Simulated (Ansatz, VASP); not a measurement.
One calculation of Al, two programs

INCAR

```
SYSTEM = Al
PREC = Accurate
ENCUT = 520
EDIFF = 1E-7
ISMEAR = 1
SIGMA = 0.1
LREAL = .FALSE.
LASPH = .TRUE.
NELM = 80
ALGO = Normal
ISIF = 2
LWAVE = .FALSE.
LCHARG = .TRUE.
LELF = .TRUE.
LVHAR = .TRUE.
NBANDS = 14
```

KPOINTS

```
Automatic mesh
0
G
  9 9 3
  0 0 0
```

POSCAR

```
Al
1.0
    2.7791512018      0.0000000000      0.0000000000
   -1.3895756009      2.4068155439      0.0000000000
    0.0000000000      0.0000000000      9.0302681884
Al
4
Direct
    0.0000000000      0.0000000000      0.0000000000
    0.3333333333      0.6666666667      0.2500000000
    0.0000000000      0.0000000000      0.5000000000
    0.6666666667      0.3333333333      0.7500000000
```

Input for Ansatz:

```yaml
crystal:
  lattice:
    - [2.779151201757669, 0.0, 0.0]
    - [-1.3895756008788345, 2.40681554386727, 0.0]
    - [0.0, 0.0, 9.03026818838778]
  atoms:
    - { symbol: Al, position: [0.0, 0.0, 0.0] }
    - { symbol: Al, position: [0.3333333333333333, 0.6666666666666666, 0.25] }
    - { symbol: Al, position: [0.0, 0.0, 0.5] }
    - { symbol: Al, position: [0.6666666666666666, 0.3333333333333333, 0.75] }
basis:
  ecutwfc: 500.0
kpoints:
  mp_grid:
    grid: [9, 9, 3]
hamiltonian:
  xc: lda
  pseudopotentials:
    kind: paw
scf:
  occupations:
    method: cold
    width: 0.1
output:
  stress: true
```

Alike in both runs: task single point; functional LDA; k mesh 9 × 9 × 3; no spin polarisation.

```csv
,VASP,Ansatz
version,VASP 6.6.1,Ansatz 0.2.0
potentials or method,"VASP PAW LDA potentials, release 64 (Al), cutoff 520 eV","plane waves, PAW"
occupations,"methfessel-paxton of order 1, width 0.1 eV","cold, width 0.1 eV"
valence electrons in the cell,12,12
```

Ansatz gave:

- pressure (GPa): 4.2
- traceless stress, the component that is largest in VASP (GPa): 2.83

Which values does VASP return?

Pressure (GPa): 4.3; traceless stress, the component that is largest in VASP (GPa): 2.48.

LDA's correlation is that of Perdew and Zunger in VASP and of Perdew and Wang (1992) in Ansatz.
